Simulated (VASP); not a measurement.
Input of a VASP 6.6.1 run:

File INCAR:

```
SYSTEM = Cu
PREC = Accurate
ENCUT = 520
EDIFF = 1E-6
ISMEAR = -1
SIGMA = 0.15
LREAL = .FALSE.
LASPH = .TRUE.
NELM = 80
ALGO = Normal
ISIF = 2
LWAVE = .FALSE.
LCHARG = .TRUE.
GGA = PS
LELF = .TRUE.
LVHAR = .TRUE.
NBANDS = 12
```

Contents of KPOINTS:

```
Automatic mesh
0
G
  24 24 24
  0 0 0
```

File POSCAR:

```
Cu
1.0
   -1.4441399100      1.4441399100      1.3626454446
    1.4441399100     -1.4441399100      1.3626454446
    1.4441399100      1.4441399100     -1.3626454446
Cu
1
Direct
    0.0000000000      0.0000000000      0.0000000000
```

Potentials or basis: VASP PAW PBE potentials, release 64 (Cu).

Run with:

```sh
$ cat potpaw_PBE.64/Cu/POTCAR > POTCAR
$ mpirun -np 1 vasp_std > vasp.out
```

Question: What does it give for the pressure?

Answer: 0.7 GPa.

Caveat: the PAW data sets were made with another functional, which shifts forces and pressure a little.
